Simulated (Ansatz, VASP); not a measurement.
# Two plane-wave programs on Si

```
Si
1.0
     3.71151    0.00000    0.00000
    -1.85575    3.21426    0.00000
     0.00000    0.00000    6.74806
Si
4
Direct
  0.33333 0.66667 0.06301
  0.66667 0.33333 0.56301
  0.33333 0.66667 0.43699
  0.66667 0.33333 0.93699
```

Alike in both runs: task single point; functional PBEsol; k mesh 12 × 12 × 6; occupations gaussian, width 0.03 eV; no spin polarisation.

|  | VASP | Ansatz |
| --- | --- | --- |
| version | VASP 6.6.1 | Ansatz 0.2.0 |
| potentials or method | VASP PAW PBE potentials, release 64 (Si), cutoff 520 eV | scalar-relativistic, plane waves, PAW |
| valence electrons in the cell | 16 | 16 |

Ansatz gave:

- gap on the k mesh at the Fermi level (eV): 0.34
- least direct gap on the mesh (eV): 0.64
- pressure (GPa): 0.6
- traceless stress, the component that is largest in VASP (GPa): -12.17
- rms of the force components (eV/Å): 0.427

**Question.** Which values does VASP return?

**Answer.** gap on the k mesh at the Fermi level (eV): 0.33; least direct gap on the mesh (eV): 0.63; pressure (GPa): 0.7; traceless stress, the component that is largest in VASP (GPa): -12.24; rms of the force components (eV/Å): 0.430.

VASP's potentials were made for PBE, not for PBEsol. Atom by atom the forces differ by 0.003 eV/Å (rms over components).
